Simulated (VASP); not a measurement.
# Al in VASP: single point with PBEsol+D4

Aim: the single point of Al with PBEsol+D4.

All numbers are computed with VASP 6.6.1; they aren't measurements. Logs are shortened: lines on timing, memory, paths and dates and some standing lists are left out, and cuts for length are marked.

**1. The cell of the first run**

The cell holds a slab with vacuum, 12 atoms: a = 5.517 Å, b = 5.517 Å, c = 24.700 Å, α = 90.00°, β = 90.00°, γ = 120.00°.

**2. Single point, PBEsol+D4**

INCAR

```
SYSTEM = Al
  PREC = Accurate
  ENCUT = 400
  EDIFF = 1E-6
  ISMEAR = 1
  SIGMA = 0.1
  LREAL = .False.
  LASPH = .True.
  NELM = 120
  ALGO = Normal
  ISIF = 2
  LWAVE = .False.
  LCHARG = .False.
  LDIPOL = .True.
  IDIPOL = 3
  DIPOL = 0.5 0.5 0.379
  GGA = PS
  IVDW = 13
  NBANDS = 30
  GGA_COMPAT = .False.
  NELMDL = -8
```

KPOINTS

```
Automatic mesh
0
Gamma
  9 9 1
  0 0 0
```

POSCAR

```
Al
1.0
    0.0000000000      5.5173242020      0.0000000000
   -4.7781429199     -2.7586621010      0.0000000000
    0.0000000000      0.0000000000     24.6996809388
Al
12
Direct
    0.0000000000      0.0000000000      0.2834044706
    0.0000000000      0.5000000000      0.2834044706
    0.5000000000      1.0000000000      0.2834044706
    0.5000000000      0.5000000000      0.2834044706
    0.3328507530      0.1649019228      0.3785350672
    0.3320511698      0.6671492470      0.3785350672
    0.8333333333      0.1666666667      0.3788915665
    0.8350980772      0.6679488302      0.3785350672
    0.6677675871      0.3343925767      0.4725003163
    0.6656074233      0.8333750104      0.4725003163
    0.1666249896      0.3322324129      0.4725003163
    0.1666666667      0.8333333333      0.4787918805
```

Potentials or basis: VASP PAW PBE potentials, release 64 (Al).

Command:

```bash
> cat potpaw_PBE.64/Al/POTCAR > POTCAR
> mpirun -np 1 vasp_std > vasp.out
```

OUTCAR:

```text
SYSTEM = Al
   PREC = Accurate
   ENCUT = 400
   EDIFF = 1E-6
   ISMEAR = 1
   LREAL = .False.
   LASPH = .True.
   NELM = 120
   ISIF = 2
   GGA = PS
   IVDW = 13
   NELMDL = -8

 ion  position               nearest neighbor table
   1  0.000  0.000  0.283-   3 2.76   3 2.76   4 2.76   2 2.76   2 2.76   4 2.76   8 2.84   5 2.84
                             7 2.85
   2  0.000  0.500  0.283-   4 2.76   4 2.76   1 2.76   1 2.76   3 2.76   3 2.76   6 2.84   8 2.84
                             7 2.85
   3  0.500  0.000  0.283-   1 2.76   1 2.76   4 2.76   4 2.76   2 2.76   2 2.76   5 2.84   6 2.84
                             7 2.85
   4  0.500  0.500  0.283-   2 2.76   2 2.76   3 2.76   3 2.76   1 2.76   1 2.76   6 2.84   8 2.84
                             5 2.84
   5  0.333  0.165  0.379-   8 2.74   6 2.74   7 2.76   7 2.76   6 2.77   8 2.77  11 2.82   9 2.82
                             3 2.84   1 2.84   4 2.84  12 2.94
   6  0.332  0.667  0.379-   8 2.74   5 2.74   7 2.76   7 2.76   8 2.77   5 2.77  10 2.82  11 2.82
                             2 2.84   3 2.84   4 2.84  12 2.94
   7  0.833  0.167  0.379-   5 2.76   6 2.76   8 2.76   8 2.76   6 2.76   5 2.76   9 2.81  11 2.81
                            10 2.81   3 2.85   2 2.85   1 2.85
   8  0.835  0.668  0.379-   6 2.74   5 2.74   7 2.76   7 2.76   6 2.77   5 2.77   9 2.82  10 2.82
                             1 2.84   2 2.84   4 2.84  12 2.94
   9  0.668  0.334  0.473-  12 2.76  11 2.76  10 2.76  11 2.76  10 2.76  12 2.77   7 2.81   8 2.82
                             5 2.82
  10  0.666  0.833  0.473-  12 2.76  11 2.76   9 2.76   9 2.76  11 2.76  12 2.77   7 2.81   6 2.82
                             8 2.82
  11  0.167  0.332  0.473-  12 2.76   9 2.76  10 2.76   9 2.76  10 2.76  12 2.77   7 2.81   5 2.82
                             6 2.82
  12  0.167  0.833  0.479-  10 2.76   9 2.76  11 2.76  11 2.77   9 2.77  10 2.77   6 2.94   8 2.94
                             5 2.94

  LATTYP: Found a hexagonal cell.
 ALAT       =     5.5173242020
 C/A-ratio  =     4.4767499669

  Lattice vectors:

 A1 = (   0.0000000000,   5.5173242020,   0.0000000000)
 A2 = (  -4.7781429199,  -2.7586621010,   0.0000000000)
 A3 = (   0.0000000000,   0.0000000000,  24.6996809388)

Analysis of symmetry for initial positions (statically):
=====================================================================
 Subroutine PRICEL returns:
 Original cell was already a primitive cell.

 Routine SETGRP: Setting up the symmetry group for a
 hexagonal supercell.

 Subroutine GETGRP returns: Found  3 space group operations
 (whereof  1 operations were pure point group operations)
 out of a pool of 24 trial point group operations.

The static configuration has the point symmetry C_1 .
 The point group associated with its full space group is C_3 .

Analysis of symmetry for dynamics (positions and initial velocities):
=====================================================================
 Subroutine PRICEL returns:
 Original cell was already a primitive cell.

 Routine SETGRP: Setting up the symmetry group for a
 hexagonal supercell.

 Subroutine GETGRP returns: Found  3 space group operations
 (whereof  1 operations were pure point group operations)
 out of a pool of 24 trial point group operations.

The dynamic configuration has the point symmetry C_1 .
 The point group associated with its full space group is C_3 .

 Subroutine INISYM returns: Found  3 space group operations
 (whereof  1 operations are pure point group operations),
 and found     1 'primitive' translations

----------------------------------------------------------------------------------------

                                     Primitive cell

  volume of cell :     651.1469

  direct lattice vectors                    reciprocal lattice vectors
     0.000000000  5.517324202  0.000000000    -0.104643165  0.181247279  0.000000000
    -4.778142920 -2.758662101  0.000000000    -0.209286331  0.000000000  0.000000000
     0.000000000  0.000000000 24.699680939     0.000000000  0.000000000  0.040486353

  length of vectors
     5.517324202  5.517324202 24.699680939     0.209286331  0.209286331  0.040486353

  position of ions in fractional coordinates (direct lattice)
     0.000000000  0.000000000  0.283404471
     1.000000000  0.500000000  0.283404471
     0.500000000  0.000000000  0.283404471
     0.500000000  0.500000000  0.283404471
     0.332850753  0.164901923  0.378535067
[... 51 lines left out ...]
  0.000000  0.000000  0.000000      1.000000
  0.111111 -0.000000  0.000000      6.000000
  0.222222  0.000000  0.000000      6.000000
  0.333333 -0.000000  0.000000      6.000000
  0.444444  0.000000  0.000000      6.000000
  0.111111  0.111111  0.000000      6.000000
  0.222222  0.111111  0.000000      6.000000
 -0.222222  0.333333  0.000000      6.000000
  0.333333  0.111111  0.000000      6.000000
 -0.333333  0.444444  0.000000      6.000000
  0.444444  0.111111  0.000000      6.000000
  0.222222  0.222222  0.000000      6.000000
  0.333333  0.222222  0.000000      6.000000
 -0.333333 -0.444444  0.000000      6.000000
  0.333333  0.333333  0.000000      2.000000
   k-points           NKPTS =     15   k-points in BZ     NKDIM =     15   number of bands    NBANDS=     30
   number of dos      NEDOS =    301   number of ions     NIONS =     12
   total plane-waves  NPLWV = 209952
   dimension x,y,z NGX =    36 NGY =   36 NGZ =  162
   dimension x,y,z NGXF=    72 NGYF=   72 NGZF=  324
   ions per type =              12
   NGX,Y,Z   is equivalent  to a cutoff of  10.85, 10.85, 10.90 a.u.
   NGXF,Y,Z  is equivalent  to a cutoff of  21.69, 21.69, 21.81 a.u.
 SYSTEM =  Al
   PREC   = accura    normal or accurate (medium, high low for compatibility)
   ISTART =      0    job   : 0-new  1-cont  2-samecut
   ICHARG =      2    charge: 1-file 2-atom 10-const
   ISPIN  =      1    spin polarized calculation?
   LNONCOLLINEAR =      F non collinear calculations
   LSORBIT =      F    spin-orbit coupling
   LASPH  =      T    aspherical Exc in radial PAW
   ENCUT  =  400.0 eV  29.40 Ry    5.42 a.u.   9.00  9.00 40.28*2*pi/ulx,y,z
   NELM   =    120;   NELMIN=  2; NELMDL= -8     # of ELM steps
   EDIFF  = 0.1E-05   stopping-criterion for ELM
   LREAL  =      F    real-space projection
   EDIFFG = 0.1E-04   stopping-criterion for IOM
   NSW    =      0    number of steps for IOM
   IBRION =     -1    ionic relax: 0-MD 1-quasi-New 2-CG
   NFREE  =      0    steps in history (QN), initial steepest desc. (CG)
   ISIF   =      2    stress and relaxation
   ISYM   =      2    0-nonsym 1-usesym 2-fastsym
   POTIM  = 0.5000    time-step for ionic-motion
   TEBEG  =    0.0;   TEEND  =   0.0 temperature during run
   PSTRESS=    0.0 pullay stress
   NELECT =      36.0000    total number of electrons
   NUPDOWN=      -1.0000    fix difference up-down
   EMIN   =  10.00;   EMAX   =-10.00  energy-range for DOS
   EFERMI =   0.00;   METHOD = LEGACY
   ISMEAR =     1;   SIGMA  =   0.10  broadening in eV -4-tet -1-fermi 0-gaus
   EFERMI_NEDOS =   21; number of points for ismear=-14 and -15
   IALGO  =     38    algorithm
   IMIX   =      4    mixing-type and parameters
     AMIX     =   0.40;   BMIX     =  1.00
     AMIX_MAG =   1.60;   BMIX_MAG =  1.00
  volume/ion in A,a.u.               =      54.26       366.18
  Fermi-wavevector in a.u.,A,eV,Ry     =   0.623662  1.178550  5.292046  0.388954
  Thomas-Fermi vector in A             =   1.683948
   LORBIT       =      0    0 simple, 1 ext, 2 COOP (PROOUT), +10 PAW based schemes
   GGA     = PS    functional components
   LHFCALC =     F    Hartree Fock is set to
   AEXX    =    0.0000 exact exchange contribution
   IVDW    =    13    specifies the selected vdW correction
   LEPSILON=     F    determine dielectric tensor
   LRPA    =     F    only Hartree local field effects (RPA)
 non-spin polarized calculation
 Methfessel and Paxton  Order N= 1 SIGMA  =   0.10
  energy-cutoff  :      400.00
  volume of cell :      651.15
 maximum number of plane-waves:     11877
   NGX = 17   NGY = 17   NGZ = 81

 dipolmoment           0.000000      0.000000      0.000065 electrons x Angstroem

 number of electron      36.0000001 magnetization

 dipolmoment           0.000000      0.000000     -0.000089 electrons x Angstroem

 Free energy of the ion-electron system (eV)
  ---------------------------------------------------
  ext. energy  EPLUGINS =         0.00000000
  ---------------------------------------------------
  free energy    TOTEN  =       -45.85877024 eV

  energy without entropy =      -45.86710264  energy(sigma->0) =      -45.86154771

 E-fermi :  -0.1798     XC(G=0):  -3.7478

 val. band max:       -0.2662967059   @ k =   0.2222   0.0000   0.0000
 cond. band min:      -0.1411982609   @ k =   0.3333  -0.0000   0.0000
 fundamental gap:      0.1250984450
 Fermi energy:        -0.1797763977

 k-point     1 :       0.0000    0.0000    0.0000
  band No.  band energies     occupation
      1     -11.2691      2.00000
      2      -9.6058      2.00000
      3      -7.0304      2.00000
      4      -5.0730      2.00000
      5      -5.0730      2.00000
      6      -5.0219      2.00000
[... 484 lines left out ...]
     29       3.4971      0.00000
     30       3.5073      0.00000

------------------------ aborting loop because EDIFF is reached ----------------------------------------

 vacuum level on the upper side and lower side of the slab       (xc-potential included)        -0.151        -0.153

  DFT-D4 for vdW energy calculation

  Edisp (eV):   -1.65764

  FORCE on cell =-STRESS in cart. coord.  units (eV):
  Direction    XX          YY          ZZ          XY          YZ          ZX
  --------------------------------------------------------------------------------------
  -------------------------------------------------------------------------------------
  Total       0.83752     0.83752    -0.22568    -0.00000     0.00000     0.00000
  in kB       2.06076     2.06076    -0.55530    -0.00000     0.00000     0.00000
  external pressure =        1.19 kB  Pullay stress =        0.00 kB

 VOLUME and BASIS-vectors are now :
 -----------------------------------------------------------------------------
  energy-cutoff  :      400.00
  volume of cell :      651.15
      direct lattice vectors                 reciprocal lattice vectors
     0.000000000  5.517324202  0.000000000    -0.104643165  0.181247279  0.000000000
    -4.778142920 -2.758662101  0.000000000    -0.209286331  0.000000000  0.000000000
     0.000000000  0.000000000 24.699680939     0.000000000  0.000000000  0.040486353

 POSITION                                       TOTAL-FORCE (eV/Angst)
 -----------------------------------------------------------------------------------
      0.00000      0.00000      7.00000        -0.004384     -0.005429      0.007914
     -2.38907     -1.37933      7.00000         0.006893     -0.001082      0.007914
      0.00000      2.75866      7.00000        -0.002509      0.006511      0.007914
     -2.38907      1.37933      7.00000         0.000000     -0.000000      0.008613
     -0.78792      1.38154      9.34970        -0.013186     -0.004723      0.036772
     -3.18773     -0.00841      9.34970         0.002503      0.013781      0.036772
     -0.79636      4.13799      9.35850        -0.000000     -0.000000     -0.114211
     -3.19155      2.76486      9.34970         0.010683     -0.009058      0.036772
     -1.59778      2.76181     11.67061         0.011377     -0.023363      0.085933
     -3.98198      1.37337     11.67061         0.014544      0.021534      0.085933
     -1.58745      0.00281     11.67061        -0.025921      0.001828      0.085933
     -3.98179     -1.37933     11.82601         0.000000     -0.000000     -0.286259
 -----------------------------------------------------------------------------------
    total drift:                               -0.000000      0.000000      0.000027

  FREE ENERGIE OF THE ION-ELECTRON SYSTEM (eV)
  ---------------------------------------------------
  free  energy   TOTEN  =       -47.5164121696 eV

  energy  without entropy=      -47.5247445720  energy(sigma->0) =      -47.51918964

 vacuum level on the upper side and lower side of the slab         3.537         3.535
```

Wall time 5.3 min (1 thread of Intel Xeon Platinum 8259CL at 2.50GHz (Skylake/Cascade Lake), shared host); peak memory 0.52 GiB.

Results:

- Free energy: -47.5164 eV
- Largest force: 0.286 eV/Å
- Band gap on the k mesh: zero (band 18 reaches 0.19 eV, above the bottom of band 19 at -1.22 eV)
- Dispersion energy per atom: -0.138 eV

Forces in eV/Å, atoms in the order of the input:
```
Al  -0.004 -0.005  0.008
Al   0.007 -0.001  0.008
Al  -0.003  0.007  0.008
Al   0.000  0.000  0.009
Al  -0.013 -0.005  0.037
Al   0.003  0.014  0.037
Al   0.000  0.000 -0.114
Al   0.011 -0.009  0.037
Al   0.011 -0.023  0.086
Al   0.015  0.022  0.086
Al  -0.026  0.002  0.086
Al   0.000  0.000 -0.286
```

Levels at points of the mesh, in eV from the Fermi level:
```
           k point  band 16  band 17  band 18  band 19  band 20  band 21
(0.00, 0.00, 0.00)    -2.83    -0.63    -0.61    -0.61    -0.41    -0.41
```

Caveat: the PAW data sets were made with another functional, which shifts forces and pressure a little.
